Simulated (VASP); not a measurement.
# HfC (P6_3/mmc) in VASP: a series of runs, part 2 of 2

VASP 6.6.1. The steps go on from the part before.

## (4) Single point, PBEsol

INCAR reads:

```
PREC = Accurate
ENCUT = 520
EDIFF = 1E-6
ISMEAR = -1
SIGMA = 0.05
LREAL = False
LASPH = True
NELM = 80
ALGO = Normal
ISIF = 2
LWAVE = False
LCHARG = False
GGA = PS
NBANDS = 22
```

KPOINTS reads:

```
regular mesh
0
Gamma
  8 8 6
```

POSCAR reads:

```
HfC
1.0
    3.3428660531      0.0000000000      0.0000000000
   -1.6714330265      2.8950069234      0.0000000000
    0.0000000000      0.0000000000      5.2027140000
Hf C
2 2
Direct
    0.3333333333      0.6666666667      0.2500000000
    0.6666666667      0.3333333333      0.7500000000
    0.0000000000      0.0000000000      0.5000000000
    0.0000000000      0.0000000000      0.0000000000
```

Potentials or basis: VASP PAW PBE potentials, release 64 (Hf_pv, C).

Launch:

```
$ cat potpaw_PBE.64/Hf_pv/POTCAR potpaw_PBE.64/C/POTCAR > POTCAR
$ mpirun -np 1 vasp_std > vasp.out
```

OUTCAR:

```text
PREC = Accurate
   ENCUT = 520
   EDIFF = 1E-6
   ISMEAR = -1
   LREAL = False
   LASPH = True
   NELM = 80
   ISIF = 2
   GGA = PS

 ion  position               nearest neighbor table
   1  0.333  0.667  0.250-   3 2.33   4 2.33   3 2.33   4 2.33   3 2.33   4 2.33   2 3.24   2 3.24
                             2 3.24   2 3.24   2 3.24   2 3.24
   2  0.667  0.333  0.750-   3 2.33   4 2.33   3 2.33   4 2.33   3 2.33   4 2.33   1 3.24   1 3.24
                             1 3.24   1 3.24   1 3.24   1 3.24
   3  0.000  0.000  0.500-   1 2.33   2 2.33   1 2.33   2 2.33   2 2.33   1 2.33
   4  0.000  0.000  0.000-   1 2.33   2 2.33   1 2.33   2 2.33   2 2.33   1 2.33

  LATTYP: Found a hexagonal cell.
 ALAT       =     3.3428660531
 C/A-ratio  =     1.5563632875

  Lattice vectors:

 A1 = (   3.3428660531,   0.0000000000,   0.0000000000)
 A2 = (  -1.6714330265,   2.8950069234,   0.0000000000)
 A3 = (   0.0000000000,   0.0000000000,   5.2027140000)

Analysis of symmetry for initial positions (statically):
=====================================================================
 Subroutine PRICEL returns:
 Original cell was already a primitive cell.

 Routine SETGRP: Setting up the symmetry group for a
 hexagonal supercell.

 Subroutine GETGRP returns: Found 24 space group operations
 (whereof 12 operations were pure point group operations)
 out of a pool of 24 trial point group operations.

The static configuration has the point symmetry D_3d.
 The point group associated with its full space group is D_6h.

Analysis of symmetry for dynamics (positions and initial velocities):
=====================================================================
 Subroutine PRICEL returns:
 Original cell was already a primitive cell.

 Routine SETGRP: Setting up the symmetry group for a
 hexagonal supercell.

 Subroutine GETGRP returns: Found 24 space group operations
 (whereof 12 operations were pure point group operations)
 out of a pool of 24 trial point group operations.

The dynamic configuration has the point symmetry D_3d.
 The point group associated with its full space group is D_6h.

 Subroutine INISYM returns: Found 24 space group operations
 (whereof 12 operations are pure point group operations),
 and found     1 'primitive' translations

----------------------------------------------------------------------------------------

                                     Primitive cell

  volume of cell :      50.3499

  direct lattice vectors                    reciprocal lattice vectors
     3.342866053  0.000000000  0.000000000     0.299144502  0.172711159  0.000000000
    -1.671433026  2.895006923  0.000000000     0.000000000  0.345422317  0.000000000
     0.000000000  0.000000000  5.202714000     0.000000000  0.000000000  0.192207375

  length of vectors
     3.342866053  3.342866053  5.202714000     0.345422317  0.345422317  0.192207375

  position of ions in fractional coordinates (direct lattice)
     0.333333333  0.666666667  0.250000000
     0.666666667  0.333333333  0.750000000
     0.000000000  0.000000000  0.500000000
     0.000000000  0.000000000  0.000000000

  ion indices of the primitive-cell ions
   primitive index   ion index
                 1           1
                 2           2
                 3           3
                 4           4

----------------------------------------------------------------------------------------

 KPOINTS: regular mesh

Automatic generation of k-mesh.
 Grid dimensions read from file:
 generate k-points for:    8    8    6

 Generating k-lattice:

  Cartesian coordinates                     Fractional coordinates (reciprocal lattice)
     0.037393063  0.021588895  0.000000000     0.125000000  0.000000000  0.000000000
     0.000000000  0.043177790  0.000000000     0.000000000  0.125000000  0.000000000
     0.000000000  0.000000000  0.032034562     0.000000000  0.000000000  0.166666667

  Length of vectors
     0.043177790  0.043177790  0.032034562

  Shift w.r.t. Gamma in fractional coordinates (k-lattice)
     0.000000000  0.000000000  0.000000000

 Subroutine IBZKPT returns following result:
 ===========================================

 Found     40 irreducible k-points:

 Following reciprocal coordinates:
            Coordinates               Weight
  0.000000  0.000000  0.000000      1.000000
  0.125000 -0.000000  0.000000      6.000000
  0.250000 -0.000000  0.000000      6.000000
  0.375000 -0.000000  0.000000      6.000000
  0.500000 -0.000000  0.000000      3.000000
  0.125000  0.125000  0.000000      6.000000
[... 16 lines left out ...]
  0.250000 -0.000000  0.333333     12.000000
  0.375000 -0.000000  0.333333     12.000000
 [... further k-points ...]
   k-points           NKPTS =     40   k-points in BZ     NKDIM =     40   number of bands    NBANDS=     22
   number of dos      NEDOS =    301   number of ions     NIONS =      4
   total plane-waves  NPLWV =  31360
   dimension x,y,z NGX =    28 NGY =   28 NGZ =   40
   dimension x,y,z NGXF=    56 NGYF=   56 NGZF=   80
   ions per type =               2   2
   NGX,Y,Z   is equivalent  to a cutoff of  13.92, 13.92, 12.78 a.u.
   NGXF,Y,Z  is equivalent  to a cutoff of  27.85, 27.85, 25.56 a.u.
 SYSTEM =  unknown system
   PREC   = accura    normal or accurate (medium, high low for compatibility)
   ISTART =      0    job   : 0-new  1-cont  2-samecut
   ICHARG =      2    charge: 1-file 2-atom 10-const
   ISPIN  =      1    spin polarized calculation?
   LNONCOLLINEAR =      F non collinear calculations
   LSORBIT =      F    spin-orbit coupling
   LASPH  =      T    aspherical Exc in radial PAW
   ENCUT  =  520.0 eV  38.22 Ry    6.18 a.u.   6.22  6.22  9.67*2*pi/ulx,y,z
   NELM   =     80;   NELMIN=  2; NELMDL= -5     # of ELM steps
   EDIFF  = 0.1E-05   stopping-criterion for ELM
   LREAL  =      F    real-space projection
   EDIFFG = 0.1E-04   stopping-criterion for IOM
   NSW    =      0    number of steps for IOM
   IBRION =     -1    ionic relax: 0-MD 1-quasi-New 2-CG
   NFREE  =      0    steps in history (QN), initial steepest desc. (CG)
   ISIF   =      2    stress and relaxation
   ISYM   =      2    0-nonsym 1-usesym 2-fastsym
   POTIM  = 0.5000    time-step for ionic-motion
   TEBEG  =    0.0;   TEEND  =   0.0 temperature during run
   PSTRESS=    0.0 pullay stress
   NELECT =      28.0000    total number of electrons
   NUPDOWN=      -1.0000    fix difference up-down
   EMIN   =  10.00;   EMAX   =-10.00  energy-range for DOS
   EFERMI =   0.00;   METHOD = LEGACY
   ISMEAR =    -1;   SIGMA  =   0.05  broadening in eV -4-tet -1-fermi 0-gaus
   EFERMI_NEDOS =   21; number of points for ismear=-14 and -15
   IALGO  =     38    algorithm
   IMIX   =      4    mixing-type and parameters
     AMIX     =   0.40;   BMIX     =  1.00
     AMIX_MAG =   1.60;   BMIX_MAG =  1.00
  volume/ion in A,a.u.               =      12.59        84.94
  Fermi-wavevector in a.u.,A,eV,Ry     =   1.346257  2.544057 24.659309  1.812408
  Thomas-Fermi vector in A             =   2.474104
   LORBIT       =      0    0 simple, 1 ext, 2 COOP (PROOUT), +10 PAW based schemes
   GGA     = PS    functional components
   LHFCALC =     F    Hartree Fock is set to
   AEXX    =    0.0000 exact exchange contribution
   IVDW    =     0    specifies the selected vdW correction
   LEPSILON=     F    determine dielectric tensor
   LRPA    =     F    only Hartree local field effects (RPA)
 non-spin polarized calculation
  energy-cutoff  :      520.00
  volume of cell :       50.35
 maximum number of plane-waves:      1375
 NGX is ok and might be reduce to    28
   NGX = 13   NGY = 13   NGZ = 19

 number of electron      28.0000002 magnetization

 Free energy of the ion-electron system (eV)
  ---------------------------------------------------
  ext. energy  EPLUGINS =         0.00000000
  ---------------------------------------------------
  free energy    TOTEN  =       -43.58989279 eV

  energy without entropy =      -43.58087028  energy(sigma->0) =      -43.58538154

 E-fermi :   6.3600     XC(G=0): -12.4134

 val. band max:        6.2128160987   @ k =   0.1250  -0.0000   0.1667
 cond. band min:       6.3706796204   @ k =   0.1250   0.1250   0.1667
 fundamental gap:      0.1578635218
 Fermi energy:         6.3600133190

 k-point     1 :       0.0000    0.0000    0.0000
  band No.  band energies     occupation
      1     -24.2999      2.00000
      2     -23.7245      2.00000
      3     -23.7245      2.00000
      4     -23.6339      2.00000
      5     -23.6339      2.00000
      6     -23.5528      2.00000
[... 574 lines left out ...]
      6     -23.6863      2.00000
[... 14 lines left out ...]
     21      13.3270      0.00000
     22      13.6552      0.00000

 [... further k-points ...]
[... 5 lines left out ...]
  --------------------------------------------------------------------------------------
  -------------------------------------------------------------------------------------
  Total       -2.7345832     -2.7345832     -1.9503939     -0.0000000     -0.0000000     -0.0000000
  in kB      -87.0168147    -87.0168147    -62.0632316     -0.0000000     -0.0000000     -0.0000000
  external PRESSURE =     -78.6989537 kB  Pullay stress =       0.0000000 kB

 VOLUME and BASIS-vectors are now :
 -----------------------------------------------------------------------------
  energy-cutoff  :      520.00
  volume of cell :       50.35
      direct lattice vectors                 reciprocal lattice vectors
     3.342866053  0.000000000  0.000000000     0.299144502  0.172711159  0.000000000
    -1.671433026  2.895006923  0.000000000     0.000000000  0.345422317  0.000000000
     0.000000000  0.000000000  5.202714000     0.000000000  0.000000000  0.192207375

 POSITION                                       TOTAL-FORCE (eV/Angst)
 -----------------------------------------------------------------------------------
     -0.00000      1.93000      1.30068         0.000000      0.000000      0.000000
      1.67143      0.96500      3.90204        -0.000000     -0.000000      0.000000
      0.00000      0.00000      2.60136         0.000000      0.000000      0.000000
      0.00000      0.00000      0.00000         0.000000      0.000000      0.000000
 -----------------------------------------------------------------------------------
    total drift:                               -0.000000      0.000000     -0.000000

  FREE ENERGIE OF THE ION-ELECTRON SYSTEM (eV)
  ---------------------------------------------------
  free  energy   TOTEN  =       -43.5898927928 eV

  energy  without entropy=      -43.5808702824  energy(sigma->0) =      -43.58538154
```

stdout:

```text
POSCAR found type information on POSCAR HfC
 POSCAR found :  2 types and       4 ions
 scaLAPACK will be used
 -----------------------------------------------------------------------------
|                                                                             |
|                                                                             |
|     You enforced a specific xc type in the INCAR file but a different       |
|     I HOPE YOU KNOW WHAT YOU ARE DOING!                                     |
|                                                                             |
 -----------------------------------------------------------------------------

 LDA part: xc-table for (Slater+PW92), standard interpolation
 POSCAR, INCAR and KPOINTS ok, starting setup
 FFT: planning ... GRIDC
 FFT: planning ... GRID_SOFT
 FFT: planning ... GRID
 WAVECAR not read
 entering main loop
```

Run time: 31 s. Hardware: 1 thread of AMD EPYC 7R13 (Zen 3), shared host; peak memory 0.17 GiB.

Results:

| Quantity | Value |
| --- | --- |
| Free energy | -43.5899 eV |
| Pressure | -7.9 GPa |
| Band gap on the k mesh | zero (band 14 reaches 7.25 eV, above the bottom of band 15 at 6.37 eV) |

Levels at points of the mesh, in eV from the Fermi level:
| k point | band 11 | band 12 | band 13 | band 14 | band 15 | band 16 | band 17 | band 18 |
| --- | --- | --- | --- | --- | --- | --- | --- | --- |
| (0.00, 0.00, 0.00) | -3.20 | -1.30 | -1.30 | 0.89 | 1.32 | 1.32 | 1.79 | 1.79 |
| (0.50, 0.00, 0.00) | -3.57 | -3.39 | -1.92 | -1.22 | 1.36 | 4.19 | 4.62 | 4.68 |
| (0.00, 0.00, 0.50) | -2.76 | -2.76 | -2.76 | -2.76 | 3.85 | 3.85 | 3.85 | 3.85 |
| (0.50, 0.00, 0.50) | -3.12 | -3.12 | -2.49 | -2.49 | 1.18 | 1.18 | 4.58 | 4.58 |

Caveat: the PAW data sets were made with another functional, which shifts forces and pressure a little; spin-orbit coupling is left out, which moves the levels of the heavy elements.

## (5) Summary

```csv
level,potentials or basis,k mesh,gap on the mesh (eV),pressure (GPa)
PBEsol,"VASP PAW PBE potentials, release 64 (Hf_pv, C)",9 × 9 × 5,none,-7.9
LDA,"VASP PAW LDA potentials, release 64 (Hf_pv, C)",9 × 9 × 5,none,-12.4
PBEsol,"VASP PAW PBE potentials, release 64 (Hf_pv, C)",8 × 8 × 6,none,-7.9
```

Alike in all rows: task single point; no spin polarisation; cell as given; cutoff (eV) 520; smearing fermi-dirac 0.05 eV.

Caveats: spin-orbit coupling is left out, which moves the levels of the heavy elements; the PAW data sets were made with another functional, which shifts forces and pressure a little (some runs).

Total energies depend on the potentials used, so only differences within one code and one set of settings carry meaning.
